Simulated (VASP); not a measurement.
A run of VASP 6.6.1 is set up as follows.

INCAR

```
SYSTEM = ZrCl5
PREC = Accurate ; ENCUT = 600
EDIFF = 1E-6 ; ISMEAR = 0
SIGMA = 0.1 ; LREAL = .FALSE.
LASPH = .TRUE. ; NELM = 60
ALGO = Normal ; ISIF = 3
LWAVE = .FALSE. ; LCHARG = .FALSE.
GGA = PE ; IBRION = 2
NSW = 90 ; EDIFFG = -0.04
```

File KPOINTS:

```
Automatic mesh
0
G
  6 6 2
  0 0 0
```

POSCAR

```
ZrCl5
1.0
    5.0438374200      0.0000000000      0.0000000000
   -2.5219187100      4.3680913400      0.0000000000
    0.0000000000      0.0000000000      8.8519119500
Zr Cl
1 5
Direct
    0.0000000000      0.0000000000      0.5000000000
    0.3333333300      0.6666666700      0.0000000000
    0.6666666700      0.3333333300      0.0000000000
    0.3333333300      0.6666666700      0.5000000000
    0.6666666700      0.3333333300      0.5000000000
    0.0000000000      0.0000000000      0.0000000000
```

Potentials or basis: VASP PAW PBE potentials, release 64 (Zr_sv, Cl).

Command:

```sh
$ cat potpaw_PBE.64/Zr_sv/POTCAR potpaw_PBE.64/Cl/POTCAR > POTCAR
$ mpirun -np 1 vasp_std > vasp.out
```

(1) What does it give for the space group after relaxing (to 0.1 Å)?

(2) What does it give for the band gap on the k mesh?

Answers

(1) P6/mmm (No. 191).

(2) zero (an odd number of electrons rules out a gap without spin polarisation).

Caveat: an odd number of electrons without spin polarisation forces a metal; a magnetic or distorted state may lie lower.
